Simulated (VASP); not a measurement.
## Pd: relaxation of cell and atoms with PBE

Crystal: Pd.

```
CELL_PARAMETERS angstrom
0.00000 1.97409 1.97409
1.97409 0.00000 1.97409
1.97409 1.97409 0.00000
ATOMIC_POSITIONS crystal
Pd 0.00000 0.00000 0.00000
```

* Program: VASP 6.6.1
* Task: relaxation of cell and atoms
* Functional: PBE
* Potentials or basis: VASP PAW PBE potentials, release 64 (Pd)
* Cutoff: 600 eV
* k mesh: 18 × 18 × 18
* Occupations: gaussian, width 0.1 eV
* Spin: no spin polarisation
* Dipole correction: no
* Further INCAR settings: ALGO = Normal; EDIFF = 1e-06; IBRION = 2; EDIFFG = -0.01; NSW = 80; ISIF = 3

| Property | Result |
| --- | --- |
| Relaxed volume | 15.29 Å³/atom |
| Relaxed cell | a = 2.786 Å, b = 2.786 Å, c = 2.786 Å, α = 60.00°, β = 60.00°, γ = 60.00° |
| Space group after relaxing (to 0.05 Å) | Fm-3m (No. 225) |
| Energy gained by relaxing | 0.4 meV/atom |
| Ionic steps | 3 |
| Pressure after relaxing | 0.0 GPa |
| Band gap on the k mesh | zero (band 5 reaches 9.46 eV, above the bottom of band 6 at 7.97 eV) |

The path:
```csv
step,energy change (eV),largest force (eV/Å),pressure (GPa),volume (Å³)
1,0.0000,0.0000,-1.09,15.39
2,0.0002,0.0000,1.44,15.15
3,-0.0004,0.0000,0.00,15.29
```

Final structure:
```
CELL_PARAMETERS angstrom
0.00000 1.96980 1.96980
1.96980 0.00000 1.96980
1.96980 1.96980 0.00000
ATOMIC_POSITIONS crystal
Pd 0.00000 0.00000 0.00000
```

Levels at points of the mesh, in eV from the Fermi level:
```
           k point  band 3  band 4  band 5  band 6  band 7  band 8
(0.00, 0.00, 0.00)   -2.68   -2.68   -1.16   -1.16   17.17   21.75
(0.50, 0.00, 0.00)   -2.72   -0.02   -0.02    1.10    7.05   16.52
(0.50, 0.50, 0.00)   -0.05    0.27    0.27    3.36   10.41   13.02
```

It took 19 s on 1 thread of Intel(R) Xeon(R) 6975P-C (Granite Rapids), on a shared host, peak memory 0.16 GiB.
